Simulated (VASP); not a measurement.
A run of VASP 6.6.1 is set up as follows.

POSCAR

```
SiC
1.0
    3.0755278798      0.0000000000      0.0000000000
   -1.5377639399      2.6634852739      0.0000000000
    0.0000000000      0.0000000000      5.0473895487
Si C
2 2
Direct
    0.3333333333      0.6666666667      0.0045711878
    0.6666666667      0.3333333333      0.5045711878
    0.3333333333      0.6666666667      0.3804288122
    0.6666666667      0.3333333333      0.8804288122
```

Contents of INCAR.step1:

```
SYSTEM = SiC
PREC = Accurate
ENCUT = 520
ISMEAR = 0
SIGMA = 0.05
LREAL = .False.
LASPH = .True.
NELM = 100
NBANDS = 16
GGA = PE
ALGO = Normal
EDIFF = 1E-4
LWAVE = .True.
LCHARG = .False.
```

Contents of INCAR.step2:

```
SYSTEM = SiC
PREC = Accurate
ENCUT = 520
EDIFF = 1E-7
ISMEAR = 0
SIGMA = 0.05
LREAL = .False.
LASPH = .True.
NELM = 100
ALGO = Normal
ISIF = 2
LWAVE = .False.
LCHARG = .True.
METAGGA = R2SCAN
LMIXTAU = .True.
LELF = .True.
LVHAR = .True.
NBANDS = 16
ISTART = 1
```

KPOINTS

```
regular mesh
0
Gamma
  8 8 6
  0 0 0
```

Potentials or basis: VASP PAW PBE potentials, release 64 (Si, C).

Launch:

```console
$ cat potpaw_PBE.64/Si/POTCAR potpaw_PBE.64/C/POTCAR > POTCAR
$ cp INCAR.step1 INCAR
$ mpirun -np 1 vasp_std > vasp.out
$ cp INCAR.step2 INCAR
$ mpirun -np 1 vasp_std > vasp.out
```

Question: Estimate the pressure.

Answer: -0.2 GPa.

Question: Estimate the band gap on the k mesh.

Answer: 2.92 eV, indirect (least direct gap 4.48 eV).

Stress tensor (GPa, compression positive):
```
-0.21  0.00  0.00
 0.00 -0.21  0.00
 0.00  0.00 -0.10
```

Caveat: the PAW data sets were made with another functional, which shifts forces and pressure a little. A k mesh can miss the band edges.
